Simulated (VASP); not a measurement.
Input of a VASP 6.6.1 run:

The input INCAR:

```
SYSTEM = Ta
PREC     = Accurate       ! precision mode
ENCUT    = 600            ! plane-wave cutoff, eV
EDIFF    = 1E-7           ! SCF threshold, eV
ISMEAR   = -1             ! smearing method
SIGMA    = 0.05           ! smearing width, eV
LREAL    = .FALSE.        ! projectors in reciprocal space
LASPH    = .TRUE.         ! aspherical terms in the spheres
NELM     = 80             ! most SCF steps
ALGO     = Normal         ! electronic algorithm
ISIF     = 3              ! what is computed and relaxed
LWAVE    = .FALSE.        ! write WAVECAR
LCHARG   = .FALSE.        ! write CHGCAR
GGA      = PE             ! functional
IBRION   = 2              ! ionic algorithm
NSW      = 60             ! ionic steps
EDIFFG   = -0.005         ! ionic threshold
```

Contents of KPOINTS:

```
Automatic mesh
0
G
  17 17 17
  0 0 0
```

The input POSCAR:

```
Ta
1.0
   -1.6607199181      1.6607199181      1.6607199181
    1.6607199181     -1.6607199181      1.6607199181
    1.6607199181      1.6607199181     -1.6607199181
Ta
1
Direct
    0.0000000000      0.0000000000      0.0000000000
```

Potentials or basis: VASP PAW PBE potentials, release 64 (Ta_pv).

Run with:

```sh
$ cat potpaw_PBE.64/Ta_pv/POTCAR > POTCAR
$ mpirun -np 1 vasp_std > vasp.out
```

(1) What does it give for the relaxed cell?

(2) What does it give for the space group after relaxing (to 0.1 Å)?

(3) Estimate the relaxed volume.

Results:

(1) a = 2.875 Å, b = 2.875 Å, c = 2.875 Å, α = 109.47°, β = 109.47°, γ = 109.47°.

(2) Im-3m (No. 229).

(3) 18.29 Å³/atom.
